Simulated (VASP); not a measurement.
Write the native input for VASP 6.6.1 that does the following.

```
Task                   : single point
Functional             : PBE
Potentials or basis    : VASP PAW PBE potentials, release 64 (Cd, Hg, S)
Cutoff                 : 520 eV
k mesh                 : 6 × 6 × 2
Occupations            : gaussian, width 0.1 eV
Spin                   : no spin polarisation
Dipole correction      : no
Further INCAR settings : ALGO = Normal; EDIFF = 1e-06; NBANDS = 46
```

The structure of Cd3HgS4 lies in POSCAR:

```
Cd3HgS4
1.0
    4.2050106579      0.0000000030      0.0000000000
   -2.1025053315      3.6416460514      0.0000000000
    0.0000000000      0.0000000000     13.7165226517
Cd Hg S
3 1 4
Direct
    0.3333333333      0.6666666667      0.5020238328
    0.6666666667      0.3333333333      0.2532152250
    0.6666666667      0.3333333333      0.7505548283
    0.3333333333      0.6666666667      0.0032339953
    0.3333333333      0.6666666667      0.1924348660
    0.3333333333      0.6666666667      0.6895335205
    0.6666666667      0.3333333333      0.4408657197
    0.6666666667      0.3333333333      0.9381380123
```

One way to write it, as run:

INCAR

```
SYSTEM = Cd3HgS4
ALGO = Normal ; EDIFF = 1E-6
ENCUT = 520 ; GGA = PE
ISIF = 2 ; ISMEAR = 0
LASPH = .True. ; LCHARG = .False.
LREAL = .False. ; LWAVE = .False.
NBANDS = 46 ; NELM = 100
PREC = Accurate ; SIGMA = 0.1
```

KPOINTS

```
k-points
0
Gamma
  6 6 2
  0 0 0
```

Potentials or basis: VASP PAW PBE potentials, release 64 (Cd, Hg, S).

Command:

```console
$ cat potpaw_PBE.64/Cd/POTCAR potpaw_PBE.64/Hg/POTCAR potpaw_PBE.64/S/POTCAR > POTCAR
$ mpirun -np 1 vasp_std > vasp.out
```

Results of the run:

The pressure is 0.3 GPa. The largest force is 0.026 eV/Å. The band gap on the k mesh is 0.53 eV.

Caveat: spin-orbit coupling is left out, which moves the levels of the heavy elements.

Run time: 3.6 min on 1 thread of Intel Xeon 8259CL (shared host), peak memory 0.39 GiB.
